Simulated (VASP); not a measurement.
Runs of VASP 6.6.1 on C. The structure is that of space group Pm-3m (No. 221), or close to it. The cells are those of the table. 

| cell | gap on the mesh (eV) | pressure (GPa) |
| --- | --- | --- |
| a = 1.777 Å, 1 atom | none | -0.8 |
| a = 1.788 Å, 1 atom | none | -6.9 |
| a = 1.800 Å, 1 atom | none | -12.5 |
| a = 1.753 Å, 1 atom | none | (a) |
| a = 1.811 Å, 1 atom | none | -17.5 |
| a = 1.740 Å, 1 atom | none | (b) |
| a = 1.765 Å, 1 atom | none | 5.9 |

Alike in all rows: task single point; level PBE; potentials or basis VASP PAW PBE potentials, release 64 (C); no spin polarisation; k mesh 31 × 31 × 31; cutoff (eV) 520; smearing fermi-dirac 0.0612256 eV.

Estimate the missing entries.

(a) 13.3; (b) 21.3.

Caveats: the cell stands under tension (at least some runs); the cell stands under pressure (at least some runs).

A gap of «none» marks levels without a gap at the run's occupations.
